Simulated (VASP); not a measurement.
Write the native input for VASP 6.6.1 that does the following.

```
Task                   : single point
Functional             : PBE
Potentials or basis    : VASP PAW PBE potentials, release 64 (Y_sv, Nb_sv, N)
Cutoff                 : 520 eV
k mesh                 : 4 × 4 × 4
Occupations            : gaussian, width 0.1 eV
Spin                   : no spin polarisation
Dipole correction      : no
Further INCAR settings : ALGO = Normal; EDIFF = 1e-06; NBANDS = 43
```

The structure of YNb4N lies in POSCAR:

```
YNb4N
1.0
    0.0000000000      3.7171073800      3.7171073800
    3.7171073800      0.0000000000      3.7171073800
    3.7171073800      3.7171073800      0.0000000000
Y Nb N
1 4 1
Direct
    0.2500000000      0.2500000000      0.2500000000
    0.3725144900      0.8758285000      0.8758285000
    0.8758285000      0.8758285000      0.3725144900
    0.8758285000      0.8758285000      0.8758285000
    0.8758285000      0.3725144900      0.8758285000
    0.5000000000      0.5000000000      0.5000000000
```

One way to write it, as run:

INCAR

```
PREC     = Accurate       # precision mode
ENCUT    = 520            # plane-wave cutoff, eV
EDIFF    = 1E-6           # SCF threshold, eV
ISMEAR   = 0              # smearing method
SIGMA    = 0.1            # smearing width, eV
LREAL    = F              # projectors in reciprocal space
LASPH    = T              # aspherical terms in the spheres
NELM     = 80             # most SCF steps
ALGO     = Normal         # electronic algorithm
ISIF     = 2              # what is computed and relaxed
LWAVE    = F              # write WAVECAR
LCHARG   = T              # write CHGCAR
GGA      = PE             # functional
LELF     = T              # ELF
LVHAR    = T            
NBANDS   = 43             # bands
```

KPOINTS

```
Automatic mesh
0
Gamma
  4 4 4
```

Potentials or basis: VASP PAW PBE potentials, release 64 (Y_sv, Nb_sv, N).

Launch:

```sh
$ cat potpaw_PBE.64/Y_sv/POTCAR potpaw_PBE.64/Nb_sv/POTCAR potpaw_PBE.64/N/POTCAR > POTCAR
$ mpirun -np 1 vasp_std > vasp.out
```

It gave:

```
Pressure               : 18.2 GPa
Largest force          : 0.302 eV/Å
Band gap on the k mesh : zero (filled and empty bands touch)
```

Caveat: the k points lie up to 0.37 Å⁻¹ apart.

It took 67 s on 1 thread of Intel(R) Xeon(R) Platinum 8259CL CPU @ 2.50GHz (Skylake/Cascade Lake), on a shared host, peak memory 0.26 GiB.
